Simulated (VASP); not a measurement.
Wanted: the native input for a VASP 6.6.1 run.

- Task: electric field gradients
- Functional: LDA
- Potentials or basis: VASP PAW LDA potentials, release 64 (C)
- Cutoff: 520 eV
- k mesh: 20 × 20 × 20
- Occupations: fermi-dirac, width 0.08 eV
- Spin: no spin polarisation
- Dipole correction: no
- Further INCAR settings: ALGO = Normal; EDIFF = 1e-08; NBANDS = 11

The structure of C lies in POSCAR:

```
C
1.0
    0.0000000000      1.7774354070      1.7774354070
    1.7774354070      0.0000000000      1.7774354070
    1.7774354070      1.7774354070      0.0000000000
C
2
Direct
    0.5000000000      0.5000000000      0.5000000000
    0.7500000000      0.7500000000      0.7500000000
```

This cell differs from its parent crystal: volume scaled by 0.99.

These files were run (other wordings do the same):

INCAR

```
  ALGO = Normal
  EDIFF = 1E-8
  ENCUT = 520
  GGA = CA
  ISIF = 2
  ISMEAR = -1
  LASPH = True
  LCHARG = False
  LEFG = True
  LREAL = False
  LWAVE = False
  NBANDS = 11
  NELM = 80
  PREC = Accurate
  SIGMA = 0.08
```

KPOINTS

```
k-points
0
Gamma
  20 20 20
```

Potentials or basis: VASP PAW LDA potentials, release 64 (C).

Command:

```bash
$ cat potpaw_LDA.64/C/POTCAR > POTCAR
$ mpirun -np 1 vasp_std > vasp.out
```

Results of the run:

```
Pressure               : -7.3 GPa
Band gap on the k mesh : 4.13 eV, indirect (least direct gap 5.57 eV)
```

Caveat: without QUAD_EFG the Cq values of the log hold for a quadrupole moment of 1 mb, not for the nuclei.

Wall time 20 s on 1 thread of AMD EPYC 9R14 (Zen 4) (shared host), peak memory 0.1 GiB.
